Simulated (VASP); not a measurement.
Input of a VASP 6.6.1 run:

Contents of INCAR:

```
PREC = Accurate
ENCUT = 600
EDIFF = 1E-6
ISMEAR = 0
SIGMA = 0.1
LREAL = False
LASPH = True
NELM = 60
ALGO = Normal
ISIF = 3
LWAVE = False
LCHARG = False
GGA = PE
IBRION = 2
NSW = 90
EDIFFG = -0.04
```

Contents of KPOINTS:

```
regular mesh
0
Gamma
  6 6 2
```

File POSCAR:

```
ZrSeBr
1.0
    4.8267395400      0.0000000000      0.0000000000
   -2.4133697700      4.1800790600      0.0000000000
    0.0000000000      0.0000000000      8.0551225700
Zr Se Br
2 2 2
Direct
    0.3333333300      0.6666666700      0.7500000000
    0.6666666700      0.3333333300      0.2500000000
    0.3333333300      0.6666666700      0.2500000000
    0.6666666700      0.3333333300      0.7500000000
    0.0000000000      0.0000000000      0.0000000000
    0.0000000000      0.0000000000      0.5000000000
```

Potentials or basis: VASP PAW PBE potentials, release 64 (Zr_sv, Se, Br).

Command:

```sh
$ cat potpaw_PBE.64/Zr_sv/POTCAR potpaw_PBE.64/Se/POTCAR potpaw_PBE.64/Br/POTCAR > POTCAR
$ mpirun -np 1 vasp_std > vasp.out
```

Problem. Predict the band gap on the k mesh.

Solution. Zero (bands 25 and 26 overlap by 0.77 eV).

Problem. What does it give for the relaxed cell?

Solution. a = 4.629 Å, b = 4.629 Å, c = 7.897 Å, α = 90.00°, β = 90.00°, γ = 120.00°.

Problem. Estimate the relaxed volume.

Solution. 24.42 Å³/atom.

Problem. What does it give for the space group after relaxing (to 0.1 Å)?

Solution. P6_3/mmc (No. 194).

Step by step:
```csv
step,energy change (eV),largest force (eV/Å),pressure (GPa),volume (Å³)
1,0.0000,0.0000,-6.07,162.52
2,-0.2538,0.0000,4.24,139.52
3,-0.3563,0.0000,-0.06,146.85
4,-0.3562,0.0000,0.09,146.54
```

Caveat: the k points lie up to 0.40 Å⁻¹ apart in the final cell, too coarse for converged energies and pressures of a metal.
